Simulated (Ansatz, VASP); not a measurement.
## Cr in VASP and in Ansatz

INCAR

```
SYSTEM = Cr
PREC = Accurate ; ENCUT = 600
EDIFF = 1E-6 ; ISMEAR = -1
SIGMA = 0.05 ; LREAL = .FALSE.
LASPH = .TRUE. ; NELM = 200
ALGO = Normal ; ISIF = 2
LWAVE = .FALSE. ; LCHARG = .TRUE.
ISPIN = 2 ; MAGMOM = 4.5
LORBIT = 11 ; NUPDOWN = 4.5
LMAXMIX = 4 ; GGA = PS
LELF = .TRUE. ; LVHAR = .TRUE.
NBANDS = 17 ; GGA_COMPAT = .FALSE.
```

The input KPOINTS:

```
regular mesh
0
G
  10 10 10
  0 0 0
```

Contents of POSCAR:

```
Cr
1.0
   -1.4844496776      1.4844496776      1.4844496776
    1.4844496776     -1.4844496776      1.4844496776
    1.4844496776      1.4844496776     -1.4844496776
Cr
1
Direct
    0.0000000000      0.0000000000      0.0000000000
```

Contents of input.yaml:

```yaml
crystal:
  lattice:
    - [-1.4844496776, 1.4844496776, 1.4844496776]
    - [1.4844496776, -1.4844496776, 1.4844496776]
    - [1.4844496776, 1.4844496776, -1.4844496776]
  atoms:
    - { symbol: Cr, position: [0.0, 0.0, 0.0], spin: 4.5 }
hamiltonian:
  xc: pbesol
  pseudopotentials: { kind: paw }
magnetization:
  spin_polarized: true
  initial_magnetization: 4.5
  spin_locking: { lock_magnetization: hard }
kpoints:
  mp_grid: { grid: [10, 10, 10] }
scf:
  occupations: { method: fermi_dirac, width: 0.05 }
  lower_state_search: "off"
output:
  forces: true
  stress: true
  eigenvalues: true
```

Alike in both runs: task single point; functional PBEsol; k mesh 10 × 10 × 10; occupations fermi-dirac, width 0.05 eV; collinear spin; fixed moment 4.5 μB.

```csv
,VASP,Ansatz
version,VASP 6.6.1,Ansatz 0.2.0
potentials or method,"VASP PAW PBE potentials, release 64 (Cr_sv)",Ansatz PAW
plane-wave cutoff (eV),600,420
valence electrons in the cell,14,14
```

Ansatz gave:

- net moment per atom (μB): 4.50
- size of the moment on the site where the two differ most (μB): 3.81

Problem. What did VASP give for the same quantities?

Solution. net moment per atom (μB): 4.50; size of the moment on the site where the two differ most (μB): 3.52.

VASP's potentials were made for PBE, not for PBEsol. Site moments also hang on the region over which each program counts them.
